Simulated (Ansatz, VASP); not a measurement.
**PbS: VASP beside Ansatz**

File INCAR:

```
SYSTEM = PbS
  PREC = Accurate
  ENCUT = 520
  EDIFF = 1E-6
  ISMEAR = -1
  SIGMA = 0.02
  LREAL = .False.
  LASPH = .True.
  NELM = 80
  ALGO = Normal
  ISIF = 2
  LWAVE = .False.
  LCHARG = .True.
  GGA = PS
  LELF = .True.
  LVHAR = .True.
  NBANDS = 28
```

The input KPOINTS:

```
Automatic mesh
0
Gamma
  6 6 4
  0 0 0
```

POSCAR

```
PbS
1.0
    2.0220716826     -3.5053798078      0.0000000000
    2.0220716826      3.5053798078      0.0000000000
    0.0000000000      0.0000000000      7.4317853248
Pb S
2 2
Direct
    0.0010316600      0.9989683400      0.4867318100
    0.9989683400      0.0010316600      0.9867318100
    0.6671454800      0.3328545200      0.6924681900
    0.3328545200      0.6671454800      0.1924681900
```

Input for Ansatz:

```yaml
crystal:
  lattice:
    - [2.0220716825683196, -3.505379807792846, 0.0]
    - [2.0220716825683196, 3.505379807792846, 0.0]
    - [0.0, 0.0, 7.4317853248273265]
  atoms:
    - { symbol: Pb, position: [0.00103166, 0.99896834, 0.48673181] }
    - { symbol: Pb, position: [0.99896834, 0.00103166, 0.98673181] }
    - { symbol: S, position: [0.66714548, 0.33285452, 0.69246819] }
    - { symbol: S, position: [0.33285452, 0.66714548, 0.19246819] }
basis:
  ecutwfc: 420.0
kpoints:
  mp_grid:
    grid: [6, 6, 4]
hamiltonian:
  xc: pbesol
scf:
  occupations:
    method: fermi_dirac
    width: 0.02
output:
  stress: true
```

Alike in both runs: task single point; functional PBEsol; k mesh 6 × 6 × 4; occupations fermi-dirac, width 0.02 eV; no spin polarisation.

|  | VASP | Ansatz |
| --- | --- | --- |
| version | VASP 6.6.1 | Ansatz 0.2.0 |
| potentials or method | VASP PAW PBE potentials, release 64 (Pb_d, S), cutoff 520 eV | plane waves, PAW |
| valence electrons in the cell | 40 | 40 |

```csv
,VASP,Ansatz,Ansatz less VASP
pressure (GPa),1.0,1.0,+0.04
"traceless stress, the component that is largest in VASP (GPa)",0.09,0.09,-0.001
```

VASP's potentials were made for PBE, not for PBEsol. With one functional, cell and mesh, what is left measures potentials, basis and numerics.

Neither program's run includes spin-orbit coupling.
